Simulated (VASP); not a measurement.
Wanted: the native input for a VASP 6.6.1 run.

```yaml
Task: single point
Functional: PBE
Potentials_or_basis: VASP PAW PBE potentials, release 64 (Sb)
Cutoff: 520 eV
k_mesh: 8 × 8 × 8
Occupations: gaussian, width 0.024 eV
Spin: no spin polarisation
Dipole_correction: no
Further_INCAR_settings: ALGO = Normal; EDIFF = 1e-06; NBANDS = 12
```

The structure of Sb lies in POSCAR:

```
Sb
1.0
    2.1542000000      1.2437279499      3.7580000000
   -2.1542000000      1.2437279499      3.7580000000
    0.0000000000     -2.4874558998      3.7580000000
Sb
2
Direct
    0.7665100000      0.7665100000      0.7665100000
    0.2334900000      0.2334900000      0.2334900000
```

These files were run (other wordings do the same):

INCAR

```
PREC = Accurate ; ENCUT = 520
EDIFF = 1E-6 ; ISMEAR = 0
SIGMA = 0.024 ; LREAL = False
LASPH = True ; NELM = 60
ALGO = Normal ; ISIF = 2
LWAVE = False ; LCHARG = False
GGA = PE ; NBANDS = 12
```

KPOINTS

```
Automatic mesh
0
Gamma
  8 8 8
```

Potentials or basis: VASP PAW PBE potentials, release 64 (Sb).

Run with:

```console
$ cat potpaw_PBE.64/Sb/POTCAR > POTCAR
$ mpirun -np 1 vasp_std > vasp.out
```

It gave:

| Property | Result |
| --- | --- |
| Pressure | 2.8 GPa |
| Largest force | 0.185 eV/Å |
| Band gap on the k mesh | zero (band 5 reaches 7.38 eV, above the bottom of band 6 at 7.08 eV) |

Caveat: spin-orbit coupling is left out, which moves the levels of the heavy elements.

It took 26 s on 1 thread of Intel(R) Xeon(R) Platinum 8488C (Sapphire Rapids), with other jobs on the host, peak memory 0.21 GiB.
